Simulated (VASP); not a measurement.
# SiC (P6_3mc) in VASP: a series of runs

The runs below take SiC through single point, with PBE, LDA, r2SCAN.

Everything below comes from runs of VASP 6.6.1. Logs are shortened: lines on timing, memory, paths and dates and some standing lists are left out, and cuts for length are marked.

## Step 1: The cell of the first run

The structure is hexagonal, space group P6_3mc (No. 186). Conventional cell: a = 3.075 Å, b = 3.075 Å, c = 5.048 Å, α = 90.00°, β = 90.00°, γ = 120.00°. Si (site symmetry 3m) has 4 C at 1.88 to 1.90 Å within 2.5 Å. Within 2.5 Å of C (site symmetry 3m) lie 4 Si at 1.88 to 1.90 Å.

## Step 2: Single point, PBE

Contents of INCAR:

```
ALGO = Normal
EDIFF = 1E-6
ENCUT = 520
GGA = PE
ISIF = 2
ISMEAR = 0
LASPH = T
LCHARG = F
LREAL = F
LWAVE = F
NBANDS = 16
NELM = 100
PREC = Accurate
SIGMA = 0.01
```

Contents of KPOINTS:

```
k-points
0
Gamma
  6 6 4
```

Contents of POSCAR:

```
SiC
1.0
    3.0753562473      0.0000000000      0.0000000000
   -1.5376781236      2.6633366358      0.0000000000
    0.0000000000      0.0000000000      5.0481081049
Si C
2 2
Direct
    0.3333333333      0.6666666667     -0.0004084052
    0.6666666667      0.3333333333      0.4995915948
    0.3333333333      0.6666666667      0.3754084052
    0.6666666667      0.3333333333      0.8754084052
```

Potentials or basis: VASP PAW PBE potentials, release 64 (Si, C).

Started as:

```
cat potpaw_PBE.64/Si/POTCAR potpaw_PBE.64/C/POTCAR > POTCAR
mpirun -np 1 vasp_std > vasp.out
```

OUTCAR:

```text
EDIFF = 1E-6
   ENCUT = 520
   GGA = PE
   ISIF = 2
   ISMEAR = 0
   LASPH = T
   LREAL = F
   NELM = 100
   PREC = Accurate

 ion  position               nearest neighbor table
   1  0.333  0.667  1.000-   4 1.88   4 1.88   4 1.88   3 1.90   2 3.09   2 3.09   2 3.09   2 3.09
                             2 3.09   2 3.09
   2  0.667  0.333  0.500-   3 1.88   3 1.88   3 1.88   4 1.90   1 3.09   1 3.09   1 3.09   1 3.09
                             1 3.09   1 3.09
   3  0.333  0.667  0.375-   2 1.88   2 1.88   2 1.88   1 1.90
   4  0.667  0.333  0.875-   1 1.88   1 1.88   1 1.88   2 1.90

  LATTYP: Found a hexagonal cell.
 ALAT       =     3.0753562473
 C/A-ratio  =     1.6414710033

  Lattice vectors:

 A1 = (   3.0753562473,   0.0000000000,   0.0000000000)
 A2 = (  -1.5376781236,   2.6633366358,   0.0000000000)
 A3 = (   0.0000000000,   0.0000000000,   5.0481081049)

Analysis of symmetry for initial positions (statically):
=====================================================================
 Subroutine PRICEL returns:
 Original cell was already a primitive cell.

 Routine SETGRP: Setting up the symmetry group for a
 hexagonal supercell.

 Subroutine GETGRP returns: Found 12 space group operations
 (whereof  6 operations were pure point group operations)
 out of a pool of 24 trial point group operations.

The static configuration has the point symmetry C_3v.
 The point group associated with its full space group is C_6v.

Analysis of symmetry for dynamics (positions and initial velocities):
=====================================================================
 Subroutine PRICEL returns:
 Original cell was already a primitive cell.

 Routine SETGRP: Setting up the symmetry group for a
 hexagonal supercell.

 Subroutine GETGRP returns: Found 12 space group operations
 (whereof  6 operations were pure point group operations)
 out of a pool of 24 trial point group operations.

The dynamic configuration has the point symmetry C_3v.
 The point group associated with its full space group is C_6v.

 Subroutine INISYM returns: Found 12 space group operations
 (whereof  6 operations are pure point group operations),
 and found     1 'primitive' translations

----------------------------------------------------------------------------------------

                                     Primitive cell

  volume of cell :      41.3476

  direct lattice vectors                    reciprocal lattice vectors
     3.075356247  0.000000000  0.000000000     0.325165581  0.187734436  0.000000000
    -1.537678124  2.663336636  0.000000000     0.000000000  0.375468871  0.000000000
     0.000000000  0.000000000  5.048108105     0.000000000  0.000000000  0.198094014

  length of vectors
     3.075356247  3.075356247  5.048108105     0.375468871  0.375468871  0.198094014

  position of ions in fractional coordinates (direct lattice)
     0.333333333  0.666666667  0.999591595
     0.666666667  0.333333333  0.499591595
     0.333333333  0.666666667  0.375408405
     0.666666667  0.333333333  0.875408405

  ion indices of the primitive-cell ions
   primitive index   ion index
                 1           1
                 2           2
                 3           3
                 4           4

----------------------------------------------------------------------------------------

 KPOINTS: k-points

Automatic generation of k-mesh.
 Grid dimensions read from file:
 generate k-points for:    6    6    4

 Generating k-lattice:

  Cartesian coordinates                     Fractional coordinates (reciprocal lattice)
     0.054194263  0.031289073  0.000000000     0.166666667 -0.000000000  0.000000000
     0.000000000  0.062578145  0.000000000     0.000000000  0.166666667  0.000000000
     0.000000000  0.000000000  0.049523504     0.000000000  0.000000000  0.250000000

  Length of vectors
     0.062578145  0.062578145  0.049523504

  Shift w.r.t. Gamma in fractional coordinates (k-lattice)
     0.000000000  0.000000000  0.000000000

 Subroutine IBZKPT returns following result:
 ===========================================

 Found     21 irreducible k-points:

 Following reciprocal coordinates:
            Coordinates               Weight
  0.000000  0.000000  0.000000      1.000000
  0.166667  0.000000  0.000000      6.000000
  0.333333  0.000000  0.000000      6.000000
  0.500000  0.000000  0.000000      3.000000
  0.166667  0.166667  0.000000      6.000000
  0.333333  0.166667  0.000000     12.000000
[... 13 lines left out ...]
  0.333333  0.166667  0.500000     12.000000
  0.333333  0.333333  0.500000      2.000000
   k-points           NKPTS =     21   k-points in BZ     NKDIM =     21   number of bands    NBANDS=     16
   number of dos      NEDOS =    301   number of ions     NIONS =      4
   total plane-waves  NPLWV =  23040
   dimension x,y,z NGX =    24 NGY =   24 NGZ =   40
   dimension x,y,z NGXF=    48 NGYF=   48 NGZF=   80
   ions per type =               2   2
   NGX,Y,Z   is equivalent  to a cutoff of  12.97, 12.97, 13.17 a.u.
   NGXF,Y,Z  is equivalent  to a cutoff of  25.95, 25.95, 26.35 a.u.
 SYSTEM =  unknown system
   PREC   = accura    normal or accurate (medium, high low for compatibility)
   ISTART =      0    job   : 0-new  1-cont  2-samecut
   ICHARG =      2    charge: 1-file 2-atom 10-const
   ISPIN  =      1    spin polarized calculation?
   LNONCOLLINEAR =      F non collinear calculations
   LSORBIT =      F    spin-orbit coupling
   LASPH  =      T    aspherical Exc in radial PAW
   ENCUT  =  520.0 eV  38.22 Ry    6.18 a.u.   5.72  5.72  9.39*2*pi/ulx,y,z
   NELM   =    100;   NELMIN=  2; NELMDL= -5     # of ELM steps
   EDIFF  = 0.1E-05   stopping-criterion for ELM
   LREAL  =      F    real-space projection
   EDIFFG = 0.1E-04   stopping-criterion for IOM
   NSW    =      0    number of steps for IOM
   IBRION =     -1    ionic relax: 0-MD 1-quasi-New 2-CG
   NFREE  =      0    steps in history (QN), initial steepest desc. (CG)
   ISIF   =      2    stress and relaxation
   ISYM   =      2    0-nonsym 1-usesym 2-fastsym
   POTIM  = 0.5000    time-step for ionic-motion
   TEBEG  =    0.0;   TEEND  =   0.0 temperature during run
   PSTRESS=    0.0 pullay stress
   NELECT =      16.0000    total number of electrons
   NUPDOWN=      -1.0000    fix difference up-down
   EMIN   =  10.00;   EMAX   =-10.00  energy-range for DOS
   EFERMI =   0.00;   METHOD = LEGACY
   ISMEAR =     0;   SIGMA  =   0.01  broadening in eV -4-tet -1-fermi 0-gaus
   EFERMI_NEDOS =   21; number of points for ismear=-14 and -15
   IALGO  =     38    algorithm
   IMIX   =      4    mixing-type and parameters
     AMIX     =   0.40;   BMIX     =  1.00
     AMIX_MAG =   1.60;   BMIX_MAG =  1.00
  volume/ion in A,a.u.               =      10.34        69.76
  Fermi-wavevector in a.u.,A,eV,Ry     =   1.192975  2.254396 19.363676  1.423190
  Thomas-Fermi vector in A             =   2.329001
   LORBIT       =      0    0 simple, 1 ext, 2 COOP (PROOUT), +10 PAW based schemes
   GGA     = PE    functional components
   LHFCALC =     F    Hartree Fock is set to
   AEXX    =    0.0000 exact exchange contribution
   IVDW    =     0    specifies the selected vdW correction
   LEPSILON=     F    determine dielectric tensor
   LRPA    =     F    only Hartree local field effects (RPA)
 non-spin polarized calculation
 Gauss-broadening in eV      SIGMA  =   0.01
  energy-cutoff  :      520.00
  volume of cell :       41.35
 maximum number of plane-waves:      1124
 NGX is ok and might be reduce to    24
   NGX = 11   NGY = 11   NGZ = 19

 number of electron      16.0000000 magnetization

 Free energy of the ion-electron system (eV)
  ---------------------------------------------------
  ext. energy  EPLUGINS =         0.00000000
  ---------------------------------------------------
  free energy    TOTEN  =       -30.09265139 eV

  energy without entropy =      -30.09265139  energy(sigma->0) =      -30.09265139

 E-fermi :   8.3784     XC(G=0): -11.3510

 val. band max:        8.2683001918   @ k =   0.0000   0.0000   0.0000
 cond. band min:      10.5387419386   @ k =   0.3333   0.3333   0.0000
 fundamental gap:      2.2704417468
 Fermi energy:         8.3783804073

 k-point     1 :       0.0000    0.0000    0.0000
  band No.  band energies     occupation
      1      -7.3062      2.00000
      2      -3.7390      2.00000
      3      -0.4344      2.00000
      4       6.9517      2.00000
      5       6.9517      2.00000
      6       8.1554      2.00000
[... 8 lines left out ...]
     15      17.2242      0.00000
     16      19.6077      0.00000

 k-point     2 :       0.1667    0.0000    0.0000
  band No.  band energies     occupation
      1      -6.8270      2.00000
      2      -3.3361      2.00000
      3       0.0012      2.00000
      4       4.7783      2.00000
      5       6.2633      2.00000
      6       6.6914      2.00000
[... 8 lines left out ...]
     15      17.8287      0.00000
     16      18.1810      0.00000

 k-point     3 :       0.3333    0.0000    0.0000
  band No.  band energies     occupation
      1      -5.4571      2.00000
      2      -2.3794      2.00000
      3       0.8263      2.00000
      4       2.0474      2.00000
      5       3.8971      2.00000
      6       5.3171      2.00000
[... 8 lines left out ...]
     15      19.1903      0.00000
     16      20.3302      0.00000

 k-point     4 :       0.5000    0.0000    0.0000
  band No.  band energies     occupation
      1      -3.9819      2.00000
      2      -2.5176      2.00000
      3       0.4996      2.00000
      4       1.9746      2.00000
      5       2.8348      2.00000
      6       4.9469      2.00000
[... 8 lines left out ...]
     15      18.5942      0.00000
     16      20.7848      0.00000
[... 267 lines left out ...]
 k-point    19 :       0.1667    0.1667    0.5000
  band No.  band energies     occupation
      1      -4.7557      2.00000
      2      -4.7557      2.00000
      3       2.9027      2.00000
      4       2.9027      2.00000
      5       5.2552      2.00000
      6       5.2552      2.00000
[... 8 lines left out ...]
     15      18.5394      0.00000
     16      18.5394      0.00000

 k-point    20 :       0.3333    0.1667    0.5000
  band No.  band energies     occupation
      1      -3.2793      2.00000
      2      -3.2793      2.00000
      3       0.7708      2.00000
      4       0.7708      2.00000
      5       4.1699      2.00000
      6       4.1699      2.00000
[... 8 lines left out ...]
     15      19.9739      0.00000
     16      19.9739      0.00000

 k-point    21 :       0.3333    0.3333    0.5000
  band No.  band energies     occupation
      1      -2.5103      2.00000
      2      -2.5103      2.00000
      3       0.5176      2.00000
      4       0.5176      2.00000
      5       2.6265      2.00000
      6       2.6265      2.00000
[... 8 lines left out ...]
     15      19.9184      0.00000
     16      19.9184      0.00000

------------------------ aborting loop because EDIFF is reached ----------------------------------------

  FORCE on cell =-STRESS in cart. coord.  units (eV):
  Direction    XX          YY          ZZ          XY          YZ          ZX
  --------------------------------------------------------------------------------------
  -------------------------------------------------------------------------------------
  Total        0.9211293      0.9211293      0.8340862      0.0000000     -0.0000000     -0.0000000
  in kB       35.6928334     35.6928334     32.3200000      0.0000000     -0.0000000     -0.0000000
  external PRESSURE =      34.5685556 kB  Pullay stress =       0.0000000 kB

 VOLUME and BASIS-vectors are now :
 -----------------------------------------------------------------------------
  energy-cutoff  :      520.00
  volume of cell :       41.35
      direct lattice vectors                 reciprocal lattice vectors
     3.075356247  0.000000000  0.000000000     0.325165581  0.187734436  0.000000000
    -1.537678124  2.663336636  0.000000000     0.000000000  0.375468871  0.000000000
     0.000000000  0.000000000  5.048108105     0.000000000  0.000000000  0.198094014

 POSITION                                       TOTAL-FORCE (eV/Angst)
 -----------------------------------------------------------------------------------
     -0.00000      1.77556      5.04605         0.000000      0.000000     -0.004162
      1.53768      0.88778      2.52199        -0.000000     -0.000000     -0.004162
     -0.00000      1.77556      1.89510        -0.000000      0.000000      0.004162
      1.53768      0.88778      4.41916         0.000000     -0.000000      0.004162
 -----------------------------------------------------------------------------------
    total drift:                               -0.000000      0.000000     -0.000184

  FREE ENERGIE OF THE ION-ELECTRON SYSTEM (eV)
  ---------------------------------------------------
  free  energy   TOTEN  =       -30.0926513932 eV

  energy  without entropy=      -30.0926513932  energy(sigma->0) =      -30.09265139
```

Run time: 8.2 s. Hardware: 1 thread of AMD EPYC 9R45 (Zen 5), shared host; peak memory 0.12 GiB.

What came out:

```yaml
Free_energy: -30.0927 eV
Pressure: 3.5 GPa
Largest_force: 0.004 eV/Å
Band_gap_on_the_k_mesh: 2.27 eV, indirect (least direct gap 3.97 eV)
```

Forces in eV/Å, atoms in the order of the input:
```
Si   0.000  0.000 -0.004
Si   0.000  0.000 -0.004
C    0.000  0.000  0.004
C    0.000  0.000  0.004
```

A k mesh can miss the band edges.

## Step 3: Single point, LDA

Contents of INCAR:

```
PREC = Accurate
ENCUT = 520
EDIFF = 1E-6
ISMEAR = 0
SIGMA = 0.01
LREAL = False
LASPH = True
NELM = 100
ALGO = Normal
ISIF = 2
LWAVE = False
LCHARG = False
NBANDS = 16
```

Contents of KPOINTS:

```
Automatic mesh
0
Gamma
  6 6 4
```

POSCAR is that of step 2.

Potentials or basis: VASP PAW LDA potentials, release 64 (Si, C).

Started as:

```
cat potpaw_LDA.64/Si/POTCAR potpaw_LDA.64/C/POTCAR > POTCAR
mpirun -np 1 vasp_std > vasp.out
```

Run time: 6.8 s. Hardware: 1 thread of AMD EPYC 9R45 (Zen 5), shared host; peak memory 0.11 GiB.

It converged, with:

```
Free energy            : -33.2572 eV
Pressure               : -3.8 GPa
Largest force          : 0.008 eV/Å
Band gap on the k mesh : 2.14 eV, indirect (least direct gap 3.87 eV)
```

Forces on the atoms (eV/Å):
```
Si   0.000  0.000 -0.008
Si   0.000  0.000 -0.008
C    0.000  0.000  0.008
C    0.000  0.000  0.008
```

Stress tensor (GPa, compression positive):
```
-3.73  0.00  0.00
 0.00 -3.73  0.00
 0.00  0.00 -3.89
```

Levels at points of the mesh, in eV from the valence-band top:
```tsv
k point	band 5	band 6	band 7	band 8	band 9	band 10	band 11	band 12
(0.00, 0.00, 0.00)	-1.32	-0.12	0.00	0.00	4.77	6.22	6.55	6.55
(0.50, 0.00, 0.00)	-5.45	-3.33	-3.32	-1.20	2.67	4.14	6.81	7.03
(0.00, 0.00, 0.50)	-0.71	-0.71	-0.71	-0.71	5.84	5.84	7.24	7.24
(0.50, 0.00, 0.50)	-2.45	-2.45	-2.33	-2.33	3.21	3.21	5.15	5.15
```

A k mesh can miss the band edges. LDA gaps usually lie below the measured ones, often by a third to a half.

## Step 4: Single point, r2SCAN

POSCAR is that of step 3.

Contents of INCAR.step1:

```
SYSTEM = SiC
ALGO = Normal
EDIFF = 1E-4
ENCUT = 520
GGA = PE
ISMEAR = 0
LASPH = .True.
LCHARG = .False.
LREAL = .False.
LWAVE = .True.
NBANDS = 16
NELM = 60
PREC = Accurate
SIGMA = 0.01
```

Contents of INCAR.step2:

```
SYSTEM = SiC
ALGO = Normal
EDIFF = 1E-6
ENCUT = 520
ISIF = 2
ISMEAR = 0
ISTART = 1
LASPH = .True.
LCHARG = .False.
LMIXTAU = .True.
LREAL = .False.
LWAVE = .False.
METAGGA = R2SCAN
NBANDS = 16
NELM = 60
PREC = Accurate
SIGMA = 0.01
```

Contents of KPOINTS:

```
k-points
0
Gamma
  6 6 4
  0 0 0
```

Potentials or basis: VASP PAW PBE potentials, release 64 (Si, C).

Started as:

```
cat potpaw_PBE.64/Si/POTCAR potpaw_PBE.64/C/POTCAR > POTCAR
cp INCAR.step1 INCAR
mpirun -np 1 vasp_std > vasp.out
cp INCAR.step2 INCAR
mpirun -np 1 vasp_std > vasp.out
```

Run time: 38 s. Hardware: 1 thread of AMD EPYC 9R45 (Zen 5), shared host; peak memory 0.13 GiB.

It converged, with:

* Free energy: -38.6285 eV
* Pressure: -0.2 GPa
* Largest force: 0.006 eV/Å
* Band gap on the k mesh: 2.66 eV, indirect (least direct gap 4.48 eV)

Forces on the atoms (eV/Å):
```
Si   0.000  0.000 -0.006
Si   0.000  0.000 -0.006
C    0.000  0.000  0.006
C    0.000  0.000  0.006
```

Stress tensor (GPa, compression positive):
```
-0.15  0.00  0.00
 0.00 -0.15  0.00
 0.00  0.00 -0.26
```

Levels at points of the mesh, in eV from the valence-band top:
```
           k point  band 5  band 6  band 7  band 8  band 9  band 10  band 11  band 12
(0.00, 0.00, 0.00)   -1.39   -0.11    0.00    0.00    5.38     6.78     7.19     7.19
(0.50, 0.00, 0.00)   -5.62   -3.48   -3.36   -1.26    3.23     4.66     7.47     7.64
(0.00, 0.00, 0.50)   -0.75   -0.75   -0.75   -0.75    6.50     6.50     7.89     7.89
(0.50, 0.00, 0.50)   -2.56   -2.56   -2.44   -2.44    3.72     3.72     5.79     5.79
```

Caveat: the PAW data sets were made with another functional, which shifts forces and pressure a little.

[end of part 1 of 2]
